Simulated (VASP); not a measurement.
# Mo (Cmcm) in VASP: notebook

The runs below take Mo through single point, with PBEsol.

Program: VASP 6.6.1. These are calculated values, not measurements. Logs are shortened: lines on timing, memory, paths and dates and some standing lists are left out, and cuts for length are marked.

## (1) The cell of the first run

It takes space group Cmcm (No. 63, orthorhombic). Conventional cell: a = 4.426 Å, b = 3.129 Å, c = 4.426 Å, α = 90.00°, β = 90.00°, γ = 90.00°. Within 3.2 Å of Mo (site symmetry m2m) lie 14 Mo at 2.41 to 3.19 Å.

## (2) Single point, PBEsol (atoms displaced along a vibrational mode)

Input file INCAR:

```
SYSTEM = Mo
ALGO = Fast ; EDIFF = 1E-6
ENCUT = 520 ; GGA = PS
ISIF = 2 ; ISMEAR = 0
LASPH = .True. ; LCHARG = .True.
LELF = .True. ; LREAL = .False.
LVHAR = .True. ; LWAVE = .False.
NBANDS = 21 ; NELM = 60
PREC = Accurate ; SIGMA = 0.15
```

Input file KPOINTS:

```
k-points
0
Gamma
  24 24 14
  0 0 0
```

Input file POSCAR:

```
Mo
1.0
   -1.5646534271      1.5646534271      1.5646534271
    1.5646534271     -1.5646534271      1.5646534271
    3.1293068543      3.1293068543      0.0000000000
Mo
2
Direct
   -0.0958678755     -0.0958678755      0.0000000000
    0.5958678755      0.5958678755      0.5000000000
```

Potentials or basis: VASP PAW PBE potentials, release 64 (Mo_sv).

Started as:

```
> cat potpaw_PBE.64/Mo_sv/POTCAR > POTCAR
> mpirun -np 1 vasp_std > vasp.out
```

OUTCAR:

```text
SYSTEM = Mo
   EDIFF = 1E-6
   ENCUT = 520
   GGA = PS
   ISIF = 2
   ISMEAR = 0
   LASPH = .True.
   LREAL = .False.
   NELM = 60
   PREC = Accurate

 ion  position               nearest neighbor table
   1  0.904  0.904  0.000-   2 2.41   2 2.41   2 3.10   2 3.10   2 3.19   2 3.19   2 3.19   2 3.19

   2  0.596  0.596  0.500-   1 2.41   1 2.41   1 3.10   1 3.10   1 3.19   1 3.19   1 3.19   1 3.19

  LATTYP: Found a base centered orthorhombic cell.
 ALAT       =     3.1293068542
 B/A-ratio  =     1.4142135624
 C/A-ratio  =     1.4142135624

  Lattice vectors:

 A1 = (  -1.5646534271,   1.5646534271,   1.5646534271)
 A2 = (   1.5646534271,  -1.5646534271,   1.5646534271)
 A3 = (   3.1293068543,   3.1293068543,   0.0000000000)

Analysis of symmetry for initial positions (statically):
=====================================================================
 Subroutine PRICEL returns:
 Original cell was already a primitive cell.

 Routine SETGRP: Setting up the symmetry group for a
 base centered orthorhombic supercell.

 Subroutine GETGRP returns: Found  8 space group operations
 (whereof  4 operations were pure point group operations)
 out of a pool of  8 trial point group operations.

The static configuration has the point symmetry C_2v.
 The point group associated with its full space group is D_2h.

Analysis of symmetry for dynamics (positions and initial velocities):
=====================================================================
 Subroutine PRICEL returns:
 Original cell was already a primitive cell.

 Routine SETGRP: Setting up the symmetry group for a
 base centered orthorhombic supercell.

 Subroutine GETGRP returns: Found  8 space group operations
 (whereof  4 operations were pure point group operations)
 out of a pool of  8 trial point group operations.

The dynamic configuration has the point symmetry C_2v.
 The point group associated with its full space group is D_2h.

 Subroutine INISYM returns: Found  8 space group operations
 (whereof  4 operations are pure point group operations),
 and found     1 'primitive' translations

----------------------------------------------------------------------------------------

                                     Primitive cell

  volume of cell :      30.6439

  direct lattice vectors                    reciprocal lattice vectors
    -1.564653427  1.564653427  1.564653427    -0.159779793  0.159779793  0.319559585
     1.564653427 -1.564653427  1.564653427     0.159779793 -0.159779793  0.319559585
     3.129306854  3.129306854  0.000000000     0.159779793  0.159779793  0.000000000

  length of vectors
     2.710059232  2.710059232  4.425508194     0.391378963  0.391378963  0.225962750

  position of ions in fractional coordinates (direct lattice)
     0.904132125  0.904132125  0.000000000
     0.595867875  0.595867875  0.500000000

  ion indices of the primitive-cell ions
   primitive index   ion index
                 1           1
                 2           2

----------------------------------------------------------------------------------------

 KPOINTS: k-points

Automatic generation of k-mesh.
 Grid dimensions read from file:
 generate k-points for:   24   24   14

 Generating k-lattice:

  Cartesian coordinates                     Fractional coordinates (reciprocal lattice)
    -0.006657491  0.006657491  0.013314983     0.041666667  0.000000000  0.000000000
     0.006657491 -0.006657491  0.013314983     0.000000000  0.041666667  0.000000000
     0.011412842  0.011412842  0.000000000     0.000000000  0.000000000  0.071428571

  Length of vectors
     0.016307457  0.016307457  0.016140196

  Shift w.r.t. Gamma in fractional coordinates (k-lattice)
     0.000000000  0.000000000  0.000000000

 Subroutine IBZKPT returns following result:
 ===========================================

 Found   1256 irreducible k-points:

 Following reciprocal coordinates:
            Coordinates               Weight
  0.000000  0.000000  0.000000      1.000000
  0.041667  0.000000  0.000000      4.000000
  0.083333  0.000000  0.000000      4.000000
  0.125000  0.000000  0.000000      4.000000
  0.166667  0.000000  0.000000      4.000000
  0.208333  0.000000  0.000000      4.000000
[... 16 lines left out ...]
  0.416667  0.041667  0.000000      4.000000
  0.458333  0.041667  0.000000      4.000000
 [... further k-points ...]
   k-points           NKPTS =   1256   k-points in BZ     NKDIM =   1256   number of bands    NBANDS=     21
   number of dos      NEDOS =    301   number of ions     NIONS =      2
   total plane-waves  NPLWV =  14400
   dimension x,y,z NGX =    20 NGY =   20 NGZ =   36
   dimension x,y,z NGXF=    40 NGYF=   40 NGZF=   72
   ions per type =               2
   NGX,Y,Z   is equivalent  to a cutoff of  12.27, 12.27, 13.52 a.u.
   NGXF,Y,Z  is equivalent  to a cutoff of  24.54, 24.54, 27.05 a.u.
 SYSTEM =  Mo
   PREC   = accura    normal or accurate (medium, high low for compatibility)
   ISTART =      0    job   : 0-new  1-cont  2-samecut
   ICHARG =      2    charge: 1-file 2-atom 10-const
   ISPIN  =      1    spin polarized calculation?
   LNONCOLLINEAR =      F non collinear calculations
   LSORBIT =      F    spin-orbit coupling
   LASPH  =      T    aspherical Exc in radial PAW
   ENCUT  =  520.0 eV  38.22 Ry    6.18 a.u.   5.04  5.04  8.23*2*pi/ulx,y,z
   NELM   =     60;   NELMIN=  2; NELMDL= -5     # of ELM steps
   EDIFF  = 0.1E-05   stopping-criterion for ELM
   LREAL  =      F    real-space projection
   EDIFFG = 0.1E-04   stopping-criterion for IOM
   NSW    =      0    number of steps for IOM
   IBRION =     -1    ionic relax: 0-MD 1-quasi-New 2-CG
   NFREE  =      0    steps in history (QN), initial steepest desc. (CG)
   ISIF   =      2    stress and relaxation
   ISYM   =      2    0-nonsym 1-usesym 2-fastsym
   POTIM  = 0.5000    time-step for ionic-motion
   TEBEG  =    0.0;   TEEND  =   0.0 temperature during run
   PSTRESS=    0.0 pullay stress
   NELECT =      28.0000    total number of electrons
   NUPDOWN=      -1.0000    fix difference up-down
   EMIN   =  10.00;   EMAX   =-10.00  energy-range for DOS
   EFERMI =   0.00;   METHOD = LEGACY
   ISMEAR =     0;   SIGMA  =   0.15  broadening in eV -4-tet -1-fermi 0-gaus
   EFERMI_NEDOS =   21; number of points for ismear=-14 and -15
   IALGO  =     68    algorithm
   IMIX   =      4    mixing-type and parameters
     AMIX     =   0.40;   BMIX     =  1.00
     AMIX_MAG =   1.60;   BMIX_MAG =  1.00
  volume/ion in A,a.u.               =      15.32       103.40
  Fermi-wavevector in a.u.,A,eV,Ry     =   1.588593  3.002006 34.336047  2.523628
  Thomas-Fermi vector in A             =   2.687573
   LORBIT       =      0    0 simple, 1 ext, 2 COOP (PROOUT), +10 PAW based schemes
   GGA     = PS    functional components
   LHFCALC =     F    Hartree Fock is set to
   AEXX    =    0.0000 exact exchange contribution
   IVDW    =     0    specifies the selected vdW correction
   LEPSILON=     F    determine dielectric tensor
   LRPA    =     F    only Hartree local field effects (RPA)
 non-spin polarized calculation
 RMM-DIIS sequential band-by-band and
 Gauss-broadening in eV      SIGMA  =   0.15
  energy-cutoff  :      520.00
  volume of cell :       30.64
 maximum number of plane-waves:       854
   NGX = 11   NGY = 11   NGZ = 17

 number of electron      27.9999998 magnetization

 Free energy of the ion-electron system (eV)
  ---------------------------------------------------
  ext. energy  EPLUGINS =         0.00000000
  ---------------------------------------------------
  free energy    TOTEN  =       -22.70281524 eV

  energy without entropy =      -22.68868395  energy(sigma->0) =      -22.69574959

 E-fermi :  12.6805     XC(G=0): -13.5809

 val. band max:       12.6800790756   @ k =  -0.3333   0.2500   0.0714
 cond. band min:      12.6824323304   @ k =   0.0833  -0.0000   0.2143
 fundamental gap:      0.0023532548
 Fermi energy:        12.6804614197

 k-point     1 :       0.0000    0.0000    0.0000
  band No.  band energies     occupation
      1     -48.3971      2.00000
      2     -47.9183      2.00000
      3     -23.5727      2.00000
      4     -21.9394      2.00000
      5     -21.6909      2.00000
      6     -21.6464      2.00000
[... 13 lines left out ...]
     20      15.4867      0.00000
     21      25.1036      0.00000

 k-point     2 :       0.0417    0.0000    0.0000
  band No.  band energies     occupation
      1     -48.3941      2.00000
      2     -47.9165      2.00000
      3     -23.5672      2.00000
      4     -21.9482      2.00000
      5     -21.7041      2.00000
      6     -21.6569      2.00000
[... 13 lines left out ...]
     20      15.8527      0.00000
     21      25.0582      0.00000

 k-point     3 :       0.0833    0.0000    0.0000
  band No.  band energies     occupation
      1     -48.3851      2.00000
      2     -47.9112      2.00000
      3     -23.5510      2.00000
      4     -21.9765      2.00000
      5     -21.7579      2.00000
      6     -21.6710      2.00000
[... 13 lines left out ...]
     20      16.6537      0.00000
     21      24.9269      0.00000

 k-point     4 :       0.1250    0.0000    0.0000
  band No.  band energies     occupation
      1     -48.3707      2.00000
      2     -47.9027      2.00000
      3     -23.5250      2.00000
      4     -22.0296      2.00000
      5     -21.8504      2.00000
      6     -21.6825      2.00000
[... 13 lines left out ...]
     20      17.5575      0.00000
     21      24.7152      0.00000

 k-point     5 :       0.1667    0.0000    0.0000
  band No.  band energies     occupation
      1     -48.3517      2.00000
      2     -47.8918      2.00000
      3     -23.4907      2.00000
      4     -22.1136      2.00000
      5     -21.9658      2.00000
      6     -21.6957      2.00000
[... 13 lines left out ...]
     20      18.5018      0.00000
     21      24.4360      0.00000
[... 382 lines left out ...]
     20      22.4438      0.00000
     21      22.7282      0.00000

 k-point    22 :       0.3750    0.0417    0.0000
  band No.  band energies     occupation
      1     -48.2320      2.00000
      2     -47.8277      2.00000
      3     -23.2619      2.00000
      4     -22.7636      2.00000
      5     -22.5740      2.00000
      6     -21.7978      2.00000
[... 13 lines left out ...]
     20      21.9095      0.00000
     21      23.0660      0.00000

 k-point    23 :       0.4167    0.0417    0.0000
  band No.  band energies     occupation
      1     -48.2180      2.00000
      2     -47.8196      2.00000
      3     -23.2361      2.00000
      4     -22.8463      2.00000
      5     -22.6467      2.00000
      6     -21.7979      2.00000
[... 13 lines left out ...]
     20      20.9386      0.00000
     21      23.3363      0.00000

 k-point    24 :       0.4583    0.0417    0.0000
  band No.  band energies     occupation
      1     -48.2098      2.00000
      2     -47.8145      2.00000
      3     -23.2219      2.00000
      4     -22.8962      2.00000
      5     -22.6906      2.00000
      6     -21.7945      2.00000
[... 13 lines left out ...]
     20      19.9541      0.00000
     21      23.4467      0.00000

 [... further k-points ...]
[... 5 lines left out ...]
  --------------------------------------------------------------------------------------
  -------------------------------------------------------------------------------------
  Total        2.8870065      2.8870065      1.0678924      2.8612088     -0.0000000     -0.0000000
  in kB      150.9433169    150.9433169     55.8333411    149.5945170     -0.0000000     -0.0000000
  external PRESSURE =     119.2399916 kB  Pullay stress =       0.0000000 kB

 VOLUME and BASIS-vectors are now :
 -----------------------------------------------------------------------------
  energy-cutoff  :      520.00
  volume of cell :       30.64
      direct lattice vectors                 reciprocal lattice vectors
    -1.564653427  1.564653427  1.564653427    -0.159779793  0.159779793  0.319559585
     1.564653427 -1.564653427  1.564653427     0.159779793 -0.159779793  0.319559585
     3.129306854  3.129306854  0.000000000     0.159779793  0.159779793  0.000000000

 POSITION                                       TOTAL-FORCE (eV/Angst)
 -----------------------------------------------------------------------------------
      0.00000      0.00000      2.82931         0.000000      0.000000      2.426093
      1.56465      1.56465      1.86465        -0.000000     -0.000000     -2.426093
 -----------------------------------------------------------------------------------
    total drift:                                0.000000     -0.000000      0.000000

  FREE ENERGIE OF THE ION-ELECTRON SYSTEM (eV)
  ---------------------------------------------------
  free  energy   TOTEN  =       -22.7028152357 eV

  energy  without entropy=      -22.6886839529  energy(sigma->0) =      -22.69574959
```

It took 11 min on 1 thread of Oxide Virtual Turin-like, shared host; peak memory 0.64 GiB.

Results:

```
Free energy            : -22.7028 eV
Pressure               : 11.9 GPa
Largest force          : 2.426 eV/Å
Band gap on the k mesh : zero (bands 14 and 15 overlap by 2.77 eV)
```

Forces in eV/Å, atoms in the order of the input:
```
Mo   0.000  0.000  2.426
Mo   0.000  0.000 -2.426
```

Stress tensor (GPa, compression positive):
```
15.09 14.96  0.00
14.96 15.09  0.00
 0.00  0.00  5.58
```

Levels at points of the mesh, in eV from the Fermi level:
```tsv
k point	band 11	band 12	band 13	band 14	band 15	band 16	band 17	band 18
(0.00, 0.00, 0.00)	-2.84	-2.33	-2.06	-0.15	1.14	1.26	1.85	2.09
(0.50, 0.00, 0.00)	-3.24	-2.35	-0.89	-0.81	0.57	2.03	2.48	3.31
(0.50, 0.50, 0.00)	-4.74	-1.79	-0.44	1.05	1.84	2.87	4.44	4.84
(0.00, 0.00, 0.50)	-2.72	-2.72	-2.04	-2.04	1.16	1.16	2.50	2.50
(0.50, 0.00, 0.50)	-3.71	-3.71	1.08	1.08	2.32	2.32	2.73	2.73
(0.50, 0.50, 0.50)	-3.36	-3.36	-1.58	-1.58	3.26	3.26	4.66	4.66
```

Caveat: the cell differs from its parent crystal (atoms displaced along a vibrational mode); the stress differs along the axes, from 6 to 15 GPa; the PAW data sets were made with another functional, which shifts forces and pressure a little.

## (3) Single point, PBEsol (atoms displaced along a vibrational mode)

Input file INCAR:

```
PREC = Accurate ; ENCUT = 520
EDIFF = 1E-7 ; ISMEAR = 0
SIGMA = 0.15 ; LREAL = False
LASPH = True ; NELM = 80
ALGO = Fast ; ISIF = 2
LWAVE = False ; LCHARG = False
GGA = PS ; NBANDS = 21
```

Input file KPOINTS:

```
Automatic mesh
0
Gamma
  24 24 14
```

Input file POSCAR:

```
Mo
1.0
   -1.5646534271      1.5646534271      1.5646534271
    1.5646534271     -1.5646534271      1.5646534271
    3.1293068543      3.1293068543      0.0000000000
Mo
2
Direct
    0.0719009066      0.0719009066      0.0000000000
    0.4280990934      0.4280990934      0.5000000000
```

Potentials or basis: VASP PAW PBE potentials, release 64 (Mo_sv).

Started as:

```
> cat potpaw_PBE.64/Mo_sv/POTCAR > POTCAR
> mpirun -np 1 vasp_std > vasp.out
```

It took 16 min on 1 thread of Oxide Virtual Turin-like, shared host; peak memory 0.63 GiB.

Results (log left out):

| Quantity | Value |
| --- | --- |
| Free energy | -23.0613 eV |
| Pressure | 8.1 GPa |
| Largest force | 2.321 eV/Å |
| Band gap on the k mesh | zero (bands 14 and 15 overlap by 2.75 eV) |

Forces in eV/Å, atoms in the order of the input:
```
Mo   0.000  0.000 -2.321
Mo   0.000  0.000  2.321
```

Stress tensor (GPa, compression positive):
```
8.76 8.72 0.00
8.72 8.76 0.00
0.00 0.00 6.89
```

Levels at points of the mesh, in eV from the Fermi level:
```tsv
k point	band 11	band 12	band 13	band 14	band 15	band 16	band 17	band 18
(0.00, 0.00, 0.00)	-3.07	-1.85	-1.76	-0.60	1.46	1.67	1.85	1.97
(0.50, 0.00, 0.00)	-3.44	-2.07	-1.45	-1.12	0.93	2.10	2.11	3.30
(0.50, 0.50, 0.00)	-5.07	-2.46	0.43	1.82	2.20	2.73	4.36	4.64
(0.00, 0.00, 0.50)	-2.64	-2.64	-1.90	-1.90	1.17	1.17	2.37	2.37
(0.50, 0.00, 0.50)	-3.59	-3.59	1.36	1.36	2.19	2.19	2.64	2.64
(0.50, 0.50, 0.50)	-3.33	-3.33	-1.42	-1.42	2.42	2.42	4.65	4.65
```

Caveat: the cell differs from its parent crystal (atoms displaced along a vibrational mode); the cell stands under pressure; the PAW data sets were made with another functional, which shifts forces and pressure a little.
